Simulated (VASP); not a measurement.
Here is a VASP 6.6.1 calculation.

Contents of INCAR:

```
ALGO = Normal
EDIFF = 1E-6
ENCUT = 750
GGA = PS
GGA_COMPAT = F
ISIF = 2
ISMEAR = 0
LASPH = T
LCHARG = T
LELF = T
LREAL = F
LVHAR = T
LWAVE = F
NBANDS = 12
NELM = 120
PREC = Accurate
SIGMA = 0.01
```

The input KPOINTS:

```
k-points
0
Gamma
  4 4 4
```

The input POSCAR:

```
LiF
1.0
    2.5595300000      0.0000000000      0.0000000000
    0.0000000000      2.5595300000      0.0000000000
    0.0000000000      0.0000000000      2.5595300000
Li F
1 1
Direct
    0.0000000000      0.0000000000      0.0000000000
    0.5000000000      0.5000000000      0.5000000000
```

Potentials or basis: VASP PAW PBE potentials, release 64 (Li_sv, F).

Run with:

```console
$ cat potpaw_PBE.64/Li_sv/POTCAR potpaw_PBE.64/F/POTCAR > POTCAR
$ mpirun -np 1 vasp_std > vasp.out
```

Question: Predict the band gap on the k mesh.

Answer: 7.36 eV (least direct gap 8.04 eV).

Question: Estimate the pressure.

Answer: -3.2 GPa.

Caveat: the k points lie up to 0.61 Å⁻¹ apart; the PAW data sets were made with another functional, which shifts forces and pressure a little. A k mesh can miss the band edges.
